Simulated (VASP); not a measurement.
Set up this calculation in VASP 6.6.1, as the native input.

```yaml
Task: electric field gradients
Functional: LDA
Potentials_or_basis: VASP PAW LDA potentials, release 64 (Mg, Au)
Cutoff: 520 eV
k_mesh: 13 × 13 × 13
Occupations: fermi-dirac, width 0.05 eV
Spin: no spin polarisation
Dipole_correction: no
Further_INCAR_settings: ALGO = Normal; EDIFF = 1e-08; NBANDS = 14
```

The structure of MgAu lies in POSCAR:

```
MgAu
1.0
    3.2698273221      0.0000000000      0.0000000000
    0.0000000000      3.2698273221      0.0000000000
    0.0000000000      0.0000000000      3.2698273221
Mg Au
1 1
Direct
    0.5000000000      0.5000000000      0.5000000000
    0.0000000000      0.0000000000      0.0000000000
```

This cell differs from its parent crystal: volume scaled by 1.01.

These files were run (other wordings do the same):

INCAR

```
SYSTEM = MgAu
  ALGO = Normal
  EDIFF = 1E-8
  ENCUT = 520
  GGA = CA
  ISIF = 2
  ISMEAR = -1
  LASPH = .True.
  LCHARG = .False.
  LEFG = .True.
  LREAL = .False.
  LWAVE = .False.
  NBANDS = 14
  NELM = 60
  PREC = Accurate
  SIGMA = 0.05
```

KPOINTS

```
k-points
0
Gamma
  13 13 13
  0 0 0
```

Potentials or basis: VASP PAW LDA potentials, release 64 (Mg, Au).

Run with:

```sh
$ cat potpaw_LDA.64/Mg/POTCAR potpaw_LDA.64/Au/POTCAR > POTCAR
$ mpirun -np 1 vasp_std > vasp.out
```

It gave:

| Item | Value |
| --- | --- |
| Pressure | -4.7 GPa |

Caveat: without QUAD_EFG the Cq values of the log hold for a quadrupole moment of 1 mb, not for the nuclei.

Wall time 17 s on 1 thread of Intel(R) Xeon(R) Platinum 8375C CPU @ 2.90GHz (Ice Lake) (shared host), peak memory 0.16 GiB.
